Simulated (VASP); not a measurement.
# PbSe (I4mm) in VASP: further runs

The runs below take PbSe through relaxation of cell and atoms, with PBE.

All numbers are computed with VASP 6.6.1; they aren't measurements. Logs are shortened: lines on timing, memory, paths and dates and some standing lists are left out, and cuts for length are marked.

## Step 1: The cell of the first run

It takes space group I4mm (No. 107, tetragonal). The conventional cell has a = 4.376 Å, b = 4.376 Å, c = 6.329 Å, α = 90.00°, β = 90.00°, γ = 90.00°. Pb (site symmetry 4mm) has 6 Se at 2.91 to 3.42 Å within 3.8 Å. Within 3.8 Å of Se (site symmetry 4mm) lie 6 Pb at 2.91 to 3.42 Å.

## Step 2: Relaxation of cell and atoms, PBE

File INCAR:

```
PREC = Accurate
ENCUT = 600
EDIFF = 1E-6
ISMEAR = 0
SIGMA = 0.1
LREAL = False
LASPH = True
NELM = 100
ALGO = Normal
ISIF = 3
LWAVE = False
LCHARG = False
GGA = PE
IBRION = 2
NSW = 90
EDIFFG = -0.04
```

File KPOINTS:

```
Automatic mesh
0
Gamma
  6 6 6
```

File POSCAR:

```
PbSe
1.0
   -2.1880848561      2.1880848561      3.1644325506
    2.1880848561     -2.1880848561      3.1644325506
    2.1880848561      2.1880848561     -3.1644325506
Pb Se
1 1
Direct
    0.5172795889      0.5172795889      0.0000000000
    0.9773258962      0.9773258962      0.0000000000
```

Potentials or basis: VASP PAW PBE potentials, release 64 (Pb_d, Se).

Command:

```sh
$ cat potpaw_PBE.64/Pb_d/POTCAR potpaw_PBE.64/Se/POTCAR > POTCAR
$ mpirun -np 1 vasp_std > vasp.out
```

OUTCAR:

```text
PREC = Accurate
   ENCUT = 600
   EDIFF = 1E-6
   ISMEAR = 0
   LREAL = False
   LASPH = True
   NELM = 100
   ISIF = 3
   GGA = PE
   IBRION = 2
   NSW = 90
   EDIFFG = -0.04

 ion  position               nearest neighbor table
   1  0.517  0.517  0.000-   2 2.91   2 3.10   2 3.10   2 3.10   2 3.10   2 3.42
   2  0.977  0.977  0.000-   1 2.91   1 3.10   1 3.10   1 3.10   1 3.10   1 3.42

  LATTYP: Found a body centered tetragonal cell.
 ALAT       =     4.3761697122
 C/A-ratio  =     1.4462110744

  Lattice vectors:

 A1 = (  -2.1880848561,   2.1880848561,   3.1644325506)
 A2 = (   2.1880848561,  -2.1880848561,   3.1644325506)
 A3 = (   2.1880848561,   2.1880848561,  -3.1644325506)

Analysis of symmetry for initial positions (statically):
=====================================================================
 Subroutine PRICEL returns:
 Original cell was already a primitive cell.

 Routine SETGRP: Setting up the symmetry group for a
 body centered tetragonal supercell.

 Subroutine GETGRP returns: Found  8 space group operations
 (whereof  8 operations were pure point group operations)
 out of a pool of 16 trial point group operations.

The static configuration has the point symmetry C_4v.

Analysis of symmetry for dynamics (positions and initial velocities):
=====================================================================
 Subroutine PRICEL returns:
 Original cell was already a primitive cell.

 Routine SETGRP: Setting up the symmetry group for a
 body centered tetragonal supercell.

 Subroutine GETGRP returns: Found  8 space group operations
 (whereof  8 operations were pure point group operations)
 out of a pool of 16 trial point group operations.

The dynamic configuration has the point symmetry C_4v.

 Subroutine INISYM returns: Found  8 space group operations
 (whereof  8 operations are pure point group operations),
 and found     1 'primitive' translations

----------------------------------------------------------------------------------------

                                     Primitive cell

  volume of cell :      60.6016

  direct lattice vectors                    reciprocal lattice vectors
    -2.188084856  2.188084856  3.164432551     0.000000000  0.228510333  0.158006212
     2.188084856 -2.188084856  3.164432551     0.228510333  0.000000000  0.158006212
     2.188084856  2.188084856 -3.164432551     0.228510333  0.228510333  0.000000000

  length of vectors
     4.425953461  4.425953461  4.425953461     0.277818170  0.277818170  0.323162413

  position of ions in fractional coordinates (direct lattice)
     0.517279589  0.517279589  0.000000000
     0.977325896  0.977325896  0.000000000

  ion indices of the primitive-cell ions
   primitive index   ion index
                 1           1
                 2           2

----------------------------------------------------------------------------------------

 KPOINTS: Automatic mesh

Automatic generation of k-mesh.
 Grid dimensions read from file:
 generate k-points for:    6    6    6

 Generating k-lattice:

  Cartesian coordinates                     Fractional coordinates (reciprocal lattice)
     0.000000000  0.038085056  0.026334369     0.166666667 -0.000000000  0.000000000
     0.038085056  0.000000000  0.026334369    -0.000000000  0.166666667  0.000000000
     0.038085056  0.038085056  0.000000000     0.000000000  0.000000000  0.166666667

  Length of vectors
     0.046303028  0.046303028  0.053860402

  Shift w.r.t. Gamma in fractional coordinates (k-lattice)
     0.000000000  0.000000000  0.000000000

 Subroutine IBZKPT returns following result:
 ===========================================

 Found     30 irreducible k-points:

 Following reciprocal coordinates:
            Coordinates               Weight
  0.000000  0.000000  0.000000      1.000000
  0.166667  0.000000  0.000000      8.000000
  0.333333  0.000000  0.000000      8.000000
  0.500000 -0.000000  0.000000      4.000000
  0.166667  0.166667  0.000000      8.000000
  0.333333  0.166667  0.000000     16.000000
[... 16 lines left out ...]
 -0.333333 -0.333333  0.166667      8.000000
 -0.166667 -0.333333  0.166667      8.000000
 [... further k-points ...]
   k-points           NKPTS =     30   k-points in BZ     NKDIM =     30   number of bands    NBANDS=     14
   number of dos      NEDOS =    301   number of ions     NIONS =      2
   total plane-waves  NPLWV =  46656
   dimension x,y,z NGX =    36 NGY =   36 NGZ =   36
   dimension x,y,z NGXF=    72 NGYF=   72 NGZF=   72
   ions per type =               1   1
   NGX,Y,Z   is equivalent  to a cutoff of  13.52, 13.52, 13.52 a.u.
   NGXF,Y,Z  is equivalent  to a cutoff of  27.04, 27.04, 27.04 a.u.
 SYSTEM =  unknown system
   PREC   = accura    normal or accurate (medium, high low for compatibility)
   ISTART =      0    job   : 0-new  1-cont  2-samecut
   ICHARG =      2    charge: 1-file 2-atom 10-const
   ISPIN  =      1    spin polarized calculation?
   LNONCOLLINEAR =      F non collinear calculations
   LSORBIT =      F    spin-orbit coupling
   LASPH  =      T    aspherical Exc in radial PAW
   ENCUT  =  600.0 eV  44.10 Ry    6.64 a.u.   8.84  8.84  8.84*2*pi/ulx,y,z
   NELM   =    100;   NELMIN=  2; NELMDL= -5     # of ELM steps
   EDIFF  = 0.1E-05   stopping-criterion for ELM
   LREAL  =      F    real-space projection
   EDIFFG = -.4E-01   stopping-criterion for IOM
   NSW    =     90    number of steps for IOM
   IBRION =      2    ionic relax: 0-MD 1-quasi-New 2-CG
   NFREE  =      1    steps in history (QN), initial steepest desc. (CG)
   ISIF   =      3    stress and relaxation
   ISYM   =      2    0-nonsym 1-usesym 2-fastsym
   POTIM  = 0.5000    time-step for ionic-motion
   TEBEG  =    0.0;   TEEND  =   0.0 temperature during run
   PSTRESS=    0.0 pullay stress
   NELECT =      20.0000    total number of electrons
   NUPDOWN=      -1.0000    fix difference up-down
   EMIN   =  10.00;   EMAX   =-10.00  energy-range for DOS
   EFERMI =   0.00;   METHOD = LEGACY
   ISMEAR =     0;   SIGMA  =   0.10  broadening in eV -4-tet -1-fermi 0-gaus
   EFERMI_NEDOS =   21; number of points for ismear=-14 and -15
   IALGO  =     38    algorithm
   IMIX   =      4    mixing-type and parameters
     AMIX     =   0.40;   BMIX     =  1.00
     AMIX_MAG =   1.60;   BMIX_MAG =  1.00
  volume/ion in A,a.u.               =      30.30       204.48
  Fermi-wavevector in a.u.,A,eV,Ry     =   1.131332  2.137908 17.414264  1.279912
  Thomas-Fermi vector in A             =   2.268031
   LORBIT       =      0    0 simple, 1 ext, 2 COOP (PROOUT), +10 PAW based schemes
   GGA     = PE    functional components
   LHFCALC =     F    Hartree Fock is set to
   AEXX    =    0.0000 exact exchange contribution
   IVDW    =     0    specifies the selected vdW correction
   LEPSILON=     F    determine dielectric tensor
   LRPA    =     F    only Hartree local field effects (RPA)
 conjugate gradient relaxation of ions
 non-spin polarized calculation
 Gauss-broadening in eV      SIGMA  =   0.10
  energy-cutoff  :      600.00
  volume of cell :       60.60
 maximum number of plane-waves:      2052
   NGX = 17   NGY = 17   NGZ = 17

--------------------------------------- Ionic step        1  -------------------------------------------

 number of electron      19.9999999 magnetization

 Free energy of the ion-electron system (eV)
  ---------------------------------------------------
  ext. energy  EPLUGINS =         0.00000000
  ---------------------------------------------------
  free energy    TOTEN  =        -8.19373526 eV

  energy without entropy =       -8.19373526  energy(sigma->0) =       -8.19373526

------------------------ aborting loop because EDIFF is reached ----------------------------------------

  FORCE on cell =-STRESS in cart. coord.  units (eV):
  Direction    XX          YY          ZZ          XY          YZ          ZX
  --------------------------------------------------------------------------------------
  -------------------------------------------------------------------------------------
  Total        0.1231979      0.1231979      0.0865535      0.0000000      0.0000000      0.0000000
  in kB        3.2570896      3.2570896      2.2882906      0.0000000      0.0000000      0.0000000
  external PRESSURE =       2.9341566 kB  Pullay stress =       0.0000000 kB
[... 237 lines left out ...]
  energy  without entropy=       -8.2007484649  energy(sigma->0) =       -8.20074967

--------------------------------------- Ionic step        8  -------------------------------------------

 number of electron      20.0000000 magnetization

 Free energy of the ion-electron system (eV)
  ---------------------------------------------------
  ext. energy  EPLUGINS =         0.00000000
  ---------------------------------------------------
  free energy    TOTEN  =        -8.20100845 eV

  energy without entropy =       -8.20100198  energy(sigma->0) =       -8.20100521

 E-fermi :   4.6501     XC(G=0):  -9.3006

 val. band max:        4.4097154286   @ k =   0.5000  -0.0000   0.0000
 cond. band min:       4.8904630486   @ k =   0.5000  -0.0000   0.0000
 fundamental gap:      0.4807476199
 Fermi energy:         4.6500892758

 k-point     1 :       0.0000    0.0000    0.0000
  band No.  band energies     occupation
      1     -12.2980      2.00000
      2     -12.2980      2.00000
      3     -12.2979      2.00000
      4     -12.2927      2.00000
      5     -12.2915      2.00000
      6      -8.7263      2.00000
      7      -1.9176      2.00000
      8       2.8000      2.00000
      9       2.8000      2.00000
     10       2.8109      2.00000
     11       9.0345      0.00000
     12       9.0568      0.00000
     13       9.0568      0.00000
     14      11.0753      0.00000
[... 375 lines left out ...]
 k-point    24 :      -0.1667   -0.3333    0.1667
  band No.  band energies     occupation
      1     -12.3238      2.00000
      2     -12.3002      2.00000
      3     -12.2940      2.00000
      4     -12.2812      2.00000
      5     -12.2745      2.00000
      6      -8.0960      2.00000
      7      -3.1538      2.00000
      8       2.3226      2.00000
      9       2.3386      2.00000
     10       3.2205      2.00000
     11       6.4793      0.00000
     12       8.1128      0.00000
     13       8.3170      0.00000
     14      10.1064      0.00000

 [... further k-points ...]

------------------------ aborting loop because EDIFF is reached ----------------------------------------

  FORCE on cell =-STRESS in cart. coord.  units (eV):
  Direction    XX          YY          ZZ          XY          YZ          ZX
  --------------------------------------------------------------------------------------
  -------------------------------------------------------------------------------------
  Total       -0.0387645     -0.0387645     -0.0770389      0.0000000      0.0000000      0.0000000
  in kB       -1.0300719     -1.0300719     -2.0471227      0.0000000      0.0000000      0.0000000
  external PRESSURE =      -1.3690888 kB  Pullay stress =       0.0000000 kB
[... 17 lines left out ...]
  FREE ENERGIE OF THE ION-ELECTRON SYSTEM (eV)
  ---------------------------------------------------
  free  energy   TOTEN  =        -8.2010084467 eV

  energy  without entropy=       -8.2010019793  energy(sigma->0) =       -8.20100521

 reached required accuracy - stopping structural energy minimisation
```

Run time: 3.5 min. Hardware: 1 thread of Intel Xeon Platinum 8259CL at 2.50GHz (Skylake/Cascade Lake), shared host; peak memory 0.24 GiB.

Results:

| Item | Value |
| --- | --- |
| Free energy | -8.2010 eV |
| Relaxed volume | 30.15 Å³/atom |
| Relaxed cell | a = 4.403 Å, b = 4.403 Å, c = 4.403 Å, α = 120.07°, β = 120.07°, γ = 89.87° |
| Space group after relaxing (to 0.1 Å) | I4mm (No. 107) |
| Energy gained by relaxing | 3.6 meV/atom |
| Ionic steps | 8 |
| Pressure after relaxing | -0.1 GPa |
| Band gap on the k mesh | 0.48 eV |

The path:
```
step  energy change (eV)  largest force (eV/Å)  pressure (GPa)  volume (Å³)
   1              0.0000                0.1024            0.29        60.60
   2             -0.0011                0.0714           -0.12        61.09
   3             -0.0012                0.0642           -0.23        61.22
   4             -0.0022                0.0584           -0.21        61.10
   5             -0.0047                0.0439           -0.10        60.73
   6             -0.0064                0.0295            0.22        59.98
   7             -0.0070                0.0153            0.10        60.08
   8             -0.0073                0.0012           -0.14        60.29
```

Final structure:
```yaml
crystal:
  lattice:
    - [-2.19910, 2.19910, 3.11692]
    - [2.19910, -2.19910, 3.11692]
    - [2.19910, 2.19910, -3.11692]
  atoms:
    - { symbol: Pb, position: [0.50205, 0.50205, 0.00000] }
    - { symbol: Se, position: [0.99255, 0.99255, 0.00000] }
```

Caveat: spin-orbit coupling is left out, which moves the levels of the heavy elements. A k mesh can miss the band edges.

(Continued in part 2 of 2.)
